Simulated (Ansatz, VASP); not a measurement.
# Ir: VASP beside Ansatz

POSCAR

```
Ir
1.0
    0.0000000000      1.8968620356      1.8968620356
    1.8968620356      0.0000000000      1.8968620356
    1.8968620356      1.8968620356      0.0000000000
Ir
1
Direct
    0.0000000000      0.0000000000      0.0000000000
```

The input INCAR.step1:

```
SYSTEM = Ir
ALGO = Normal
EDIFF = 1E-4
ENCUT = 520
GGA = PE
ISMEAR = -1
LASPH = .TRUE.
LCHARG = .FALSE.
LREAL = .FALSE.
LWAVE = .TRUE.
NBANDS = 10
NELM = 60
PREC = Accurate
SIGMA = 0.1
```

File INCAR.step2:

```
SYSTEM = Ir
ALGO = Normal
EDIFF = 1E-6
ENCUT = 520
ISIF = 2
ISMEAR = -1
ISTART = 1
LASPH = .TRUE.
LCHARG = .FALSE.
LMIXTAU = .TRUE.
LREAL = .FALSE.
LWAVE = .FALSE.
METAGGA = R2SCAN
NBANDS = 10
NELM = 60
PREC = Accurate
SIGMA = 0.1
```

Contents of KPOINTS:

```
k-points
0
G
  23 23 23
  0 0 0
```

Input for Ansatz:

```yaml
crystal:
  lattice:
    - [0.0, 1.8968620356, 1.8968620356]
    - [1.8968620356, 0.0, 1.8968620356]
    - [1.8968620356, 1.8968620356, 0.0]
  atoms:
    - { symbol: Ir, position: [0.0, 0.0, 0.0] }
hamiltonian:
  xc: r2scan
  pseudopotentials:
    kind: paw
    azcp:
      Ir: "pseudopotentials/Ir.paw.azcp"
basis:
  ecutwfc: 500
  fft_grid_basis: typed
kpoints:
  mp_grid: { grid: [23, 23, 23], shift: [0, 0, 0] }
magnetization:
  spin_polarized: false
scf:
  occupations: { method: fermi_dirac, width: 0.1 }
output:
  stress: true
```

Alike in both runs: task single point; functional r2SCAN; k mesh 23 × 23 × 23; occupations fermi-dirac, width 0.1 eV; no spin polarisation.

```csv
,VASP,Ansatz
version,VASP 6.6.1,Ansatz 0.2.0
potentials or method,"VASP PAW PBE potentials, release 64 (Ir), cutoff 520 eV","plane waves (500 eV) with PAW, scalar-relativistic"
valence electrons in the cell,9,17
```

```tsv
	VASP	Ansatz	Ansatz less VASP
pressure (GPa)	19.8	16.7	-3.10
```

VASP's potentials were made for PBE, not for r2SCAN. VASP's potentials hold 9 valence electrons a cell and Ansatz's 17, so a difference there can come from the potentials and not from the codes.

Neither program's run includes spin-orbit coupling.
